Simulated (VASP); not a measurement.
A run of VASP 6.6.1:

The input POSCAR:

```
WC
1.0
    2.8932908000      0.0000000000      0.0000000000
   -1.4466454000      2.5056633300      0.0000000000
    0.0000000000      0.0000000000      2.8171416300
W C
1 1
Direct
    0.0000000000      0.0000000000      0.0000000000
    0.6666666700      0.3333333300      0.5000000000
```

Contents of INCAR.step1:

```
SYSTEM = WC
PREC = Accurate ; ENCUT = 520
ISMEAR = -1 ; SIGMA = 0.1
LREAL = .FALSE. ; LASPH = .TRUE.
NELM = 60 ; GGA = PE
ALGO = Normal ; EDIFF = 1E-4
LWAVE = .TRUE. ; LCHARG = .FALSE.
```

File INCAR.step2:

```
SYSTEM = WC
PREC = Accurate ; ENCUT = 520
EDIFF = 1E-6 ; ISMEAR = -1
SIGMA = 0.1 ; LREAL = .FALSE.
LASPH = .TRUE. ; NELM = 60
ALGO = Normal ; ISIF = 2
LWAVE = .FALSE. ; LCHARG = .FALSE.
METAGGA = R2SCAN ; LMIXTAU = .TRUE.
IBRION = 2 ; NSW = 50
EDIFFG = -0.01 ; ISTART = 1
```

KPOINTS

```
Automatic mesh
0
G
  13 13 12
  0 0 0
```

Potentials or basis: VASP PAW PBE potentials, release 64 (W_sv, C).

Run with:

```bash
$ cat potpaw_PBE.64/W_sv/POTCAR potpaw_PBE.64/C/POTCAR > POTCAR
$ cp INCAR.step1 INCAR
$ mpirun -np 1 vasp_std > vasp.out
$ cp INCAR.step2 INCAR
$ mpirun -np 1 vasp_std > vasp.out
```

Hardware: 1 thread of Intel(R) Xeon(R) Platinum 8259CL CPU @ 2.50GHz (Skylake/Cascade Lake) (shared host).

Q: How long does it take, and how much memory?

A: Run time: 120 s on 1 thread of Intel(R) Xeon(R) Platinum 8259CL CPU @ 2.50GHz (Skylake/Cascade Lake) (shared host), peak memory 0.18 GiB. Counts: k points 147, ion steps 1.
